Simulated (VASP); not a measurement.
Input of a VASP 6.6.1 run:

The input POSCAR:

```
GaN
1.0
    3.1800000000      0.0000000000      0.0000000000
   -1.5900000000      2.7539607840      0.0000000000
    0.0000000000      0.0000000000      5.1660000000
Ga N
2 2
Direct
    0.3333333333      0.6666666667      0.0039408788
    0.6666666667      0.3333333333      0.5039408788
    0.3333333333      0.6666666667      0.3810591212
    0.6666666667      0.3333333333      0.8810591212
```

Contents of INCAR.step1:

```
PREC     = Accurate       # precision mode
ENCUT    = 520            # plane-wave cutoff, eV
ISMEAR   = -1             # smearing method
SIGMA    = 0.02           # smearing width, eV
LREAL    = F              # projectors in reciprocal space
LASPH    = T              # aspherical terms in the spheres
NELM     = 60             # most SCF steps
NBANDS   = 26             # bands
GGA      = PE             # functional
ALGO     = Normal         # electronic algorithm
EDIFF    = 1E-4           # SCF threshold, eV
LWAVE    = T              # write WAVECAR
LCHARG   = F              # write CHGCAR
```

Contents of INCAR.step2:

```
PREC     = Accurate       # precision mode
ENCUT    = 520            # plane-wave cutoff, eV
EDIFF    = 1E-8           # SCF threshold, eV
ISMEAR   = -1             # smearing method
SIGMA    = 0.02           # smearing width, eV
LREAL    = F              # projectors in reciprocal space
LASPH    = T              # aspherical terms in the spheres
NELM     = 60             # most SCF steps
ALGO     = Normal         # electronic algorithm
ISIF     = 2              # what is computed and relaxed
LWAVE    = F              # write WAVECAR
LCHARG   = F              # write CHGCAR
METAGGA  = R2SCAN         # meta-GGA
LMIXTAU  = T            
LEFG     = T            
NBANDS   = 26             # bands
ISTART   = 1
```

The input KPOINTS:

```
regular mesh
0
Gamma
  11 11 6
```

Potentials or basis: VASP PAW PBE potentials, release 64 (Ga_d, N).

Run with:

```bash
$ cat potpaw_PBE.64/Ga_d/POTCAR potpaw_PBE.64/N/POTCAR > POTCAR
$ cp INCAR.step1 INCAR
$ mpirun -np 1 vasp_std > vasp.out
$ cp INCAR.step2 INCAR
$ mpirun -np 1 vasp_std > vasp.out
```

(1) What does it give for the pressure?

(2) Predict the band gap on the k mesh.

## Answers

(1) 2.3 GPa.

(2) 2.39 eV, direct.

Caveat: without QUAD_EFG the Cq values of the log hold for a quadrupole moment of 1 mb, not for the nuclei; the PAW data sets were made with another functional, which shifts forces and pressure a little.
